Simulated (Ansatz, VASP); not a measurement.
## InSb: VASP beside Ansatz

File INCAR:

```
SYSTEM = InSb
ALGO     = Normal         ! electronic algorithm
EDIFF    = 1E-6           ! SCF threshold, eV
ENCUT    = 520            ! plane-wave cutoff, eV
GGA      = PE             ! functional
ISIF     = 2              ! what is computed and relaxed
ISMEAR   = 0              ! smearing method
LASPH    = .True.         ! aspherical terms in the spheres
LCHARG   = .False.        ! write CHGCAR
LREAL    = .False.        ! projectors in reciprocal space
LWAVE    = .False.        ! write WAVECAR
NBANDS   = 16             ! bands
NELM     = 100            ! most SCF steps
PREC     = Accurate       ! precision mode
SIGMA    = 0.15           ! smearing width, eV
```

File KPOINTS:

```
k-points
0
Gamma
  16 16 8
  0 0 0
```

POSCAR

```
InSb
1.0
    2.9843563200      0.0000000000      0.0000000000
    0.0000000000      2.9843563200      0.0000000000
    0.0000000000      0.0000000000      6.1222379500
In Sb
1 1
Direct
    0.0000000000      0.0000000000      0.0000000000
    0.0000000000      0.0000000000      0.5000000000
```

Input for Ansatz:

```yaml
crystal:
  lattice:
    - [2.98435632, 0.0, 0.0]
    - [0.0, 2.98435632, 0.0]
    - [0.0, 0.0, 6.12223795]
  atoms:
    - { symbol: In, position: [0.0, 0.0, 0.0] }
    - { symbol: Sb, position: [0.0, 0.0, 0.5] }
basis:
  ecutwfc: 420
kpoints:
  mp_grid: { grid: [16, 16, 8] }
hamiltonian:
  xc: pbe
scf:
  occupations: { method: gaussian, width: 0.15 }
output:
  forces: true
  stress: true
  eigenvalues: true
```

Change from the starting cell: strain -0.030 along x and y, -0.015 along z, atoms carried along.

Alike in both runs: task single point; functional PBE; k mesh 16 × 16 × 8; occupations gaussian, width 0.15 eV; no spin polarisation.

|  | VASP | Ansatz |
| --- | --- | --- |
| version | VASP 6.6.1 | Ansatz 0.2.0 |
| potentials or method | VASP PAW PBE potentials, release 64 (In_d, Sb), cutoff 520 eV | scalar-relativistic, plane waves, PAW |
| valence electrons in the cell | 18 | 28 |

|  | VASP | Ansatz | Ansatz less VASP |
| --- | --- | --- | --- |
| gap on the k mesh at the Fermi level (eV) | none | none | - |
| pressure (GPa) | 4.8 | 4.8 | 0.00 |
| traceless stress, the component that is largest in VASP (GPa) | -1.89 | -1.87 | +0.021 |

A gap of «none» marks a metal or a gap that the smearing closes. With one functional, cell and mesh, what is left measures potentials, basis and numerics. VASP's potentials hold 18 valence electrons a cell and Ansatz's 28, so a difference there can come from the potentials and not from the codes.

Neither program's run includes spin-orbit coupling.
